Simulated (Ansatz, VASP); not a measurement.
**BN in VASP and in Ansatz**

```
B N
1.0
    -2.55394    0.00000    0.00000
     1.27697   -2.21178    0.00000
     0.00000    0.00000   12.53056
B N
6 6
Direct
  0.33333 0.66667 0.23178
  0.33333 0.66667 0.56911
  0.33333 0.66667 0.90643
  0.66667 0.33333 0.06312
  0.66667 0.33333 0.40044
  0.66667 0.33333 0.73777
  0.33333 0.66667 0.10547
  0.33333 0.66667 0.44280
  0.33333 0.66667 0.78012
  0.66667 0.33333 0.94878
  0.66667 0.33333 0.27413
  0.66667 0.33333 0.61146
```

Alike in both runs: task single point; functional LDA; k mesh 10 × 10 × 2; occupations gaussian, width 0.05 eV; no spin polarisation.

|  | VASP | Ansatz |
| --- | --- | --- |
| version | VASP 6.6.1 | Ansatz 0.2.0 |
| potentials or method | VASP PAW LDA potentials, release 64 (B, N), cutoff 520 eV | scalar-relativistic, plane waves, PAW |
| valence electrons in the cell | 48 | 48 |

|  | VASP | Ansatz | Ansatz less VASP |
| --- | --- | --- | --- |
| gap on the k mesh at the Fermi level (eV) | 4.98 | 5.00 | +0.025 |
| least direct gap on the mesh (eV) | 7.85 | 7.86 | +0.011 |
| pressure (GPa) | -7.3 | -8.1 | -0.88 |
| traceless stress, the component that is largest in VASP (GPa) | 9.89 | 9.84 | -0.050 |
| rms of the force components (eV/Å) | 0.873 | 0.868 | -0.0044 |

LDA's correlation is that of Perdew and Zunger in VASP and of Perdew and Wang (1992) in Ansatz. Atom by atom the forces differ by 0.005 eV/Å (rms over components).
